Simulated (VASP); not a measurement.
Set up this calculation in VASP 6.6.1, as the native input.

| Item | Value |
| --- | --- |
| Task | G0W0 quasiparticle levels |
| Functional | PBE |
| Potentials or basis | VASP PAW PBE potentials, release 64 (Ba_sv_GW, S_GW) |
| Cutoff | 500 eV |
| k mesh | 4 × 4 × 4 |
| Occupations | gaussian, width 0.01 eV |
| Spin | no spin polarisation |
| Dipole correction | no |
| GW scheme | G0W0 |
| GW iterations | 1 |
| Cutoff of the response function | 80 |
| Frequency points | 96 |
| Empty bands | 91 |
| Further INCAR settings | ALGO = EVGW0; EDIFF = 1e-08; NBANDS = 99 |

Crystal: BaS.

```
CELL_PARAMETERS angstrom
3.83376 0.00000 0.00000
0.00000 3.83376 0.00000
0.00000 0.00000 3.83376
ATOMIC_POSITIONS crystal
Ba 0.00000 0.00000 0.00000
S 0.50000 0.50000 0.50000
```

The input as run:

POSCAR

```
BaS
1.0
    3.8337582644      0.0000000000      0.0000000000
    0.0000000000      3.8337582644      0.0000000000
    0.0000000000      0.0000000000      3.8337582644
Ba S
1 1
Direct
    0.0000000000      0.0000000000      0.0000000000
    0.5000000000      0.5000000000      0.5000000000
```

INCAR.step1

```
SYSTEM = BaS
PREC = Accurate
ENCUT = 500
EDIFF = 1E-8
ISMEAR = 0
SIGMA = 0.01
LREAL = .False.
LASPH = .True.
NELM = 100
ALGO = Normal
LWAVE = .True.
LCHARG = .False.
GGA = PE
```

INCAR.step2

```
SYSTEM = BaS
PREC = Accurate
ENCUT = 500
EDIFF = 1E-8
ISMEAR = 0
SIGMA = 0.01
LREAL = .False.
LASPH = .True.
NELM = 1
ALGO = Exact
LWAVE = .True.
LCHARG = .False.
GGA = PE
NBANDS = 99
LOPTICS = .True.
ISTART = 1
```

INCAR.step3

```
SYSTEM = BaS
PREC = Accurate
ENCUT = 500
EDIFF = 1E-8
ISMEAR = 0
SIGMA = 0.01
LREAL = .False.
LASPH = .True.
ALGO = EVGW0
LWAVE = .False.
LCHARG = .False.
GGA = PE
NELMGW = 1
NBANDS = 99
ENCUTGW = 80.0
NOMEGA = 96
PRECFOCK = Fast
ISTART = 1
NBANDSGW = 16
OMEGAMAX = 20
```

KPOINTS

```
regular mesh
0
Gamma
  4 4 4
  0 0 0
```

Potentials or basis: VASP PAW PBE potentials, release 64 (Ba_sv_GW, S_GW).

Run with:

```bash
$ cat potpaw_PBE.64/Ba_sv_GW/POTCAR potpaw_PBE.64/S_GW/POTCAR > POTCAR
$ cp INCAR.step1 INCAR
$ mpirun -np 1 vasp_std > vasp.out
$ cp INCAR.step2 INCAR
$ mpirun -np 1 vasp_std > vasp.out
$ cp INCAR.step3 INCAR
$ mpirun -np 1 vasp_std > vasp.out
```

Results of the run:

```json
{
 "Quasiparticle gap": "2.47 eV",
 "Least direct quasiparticle gap": "2.56 eV",
 "Band gap of the starting levels on the mesh": "1.55 eV",
 "Least direct gap of the starting levels on the mesh": "1.63 eV"
}
```

Caveat: the k points lie up to 0.41 Å⁻¹ apart; bands, screening cutoff and mesh are small and nothing is extrapolated, so the quasiparticle values aren't converged; the structure was generated, so it needn't be the stable form of BaS; spin-orbit coupling is left out, which moves the levels of the heavy elements.

Wall time 2.5 min on 1 thread of AMD EPYC 9R45 96-Core Processor (Zen 5), with other jobs on the host, peak memory 0.7 GiB.
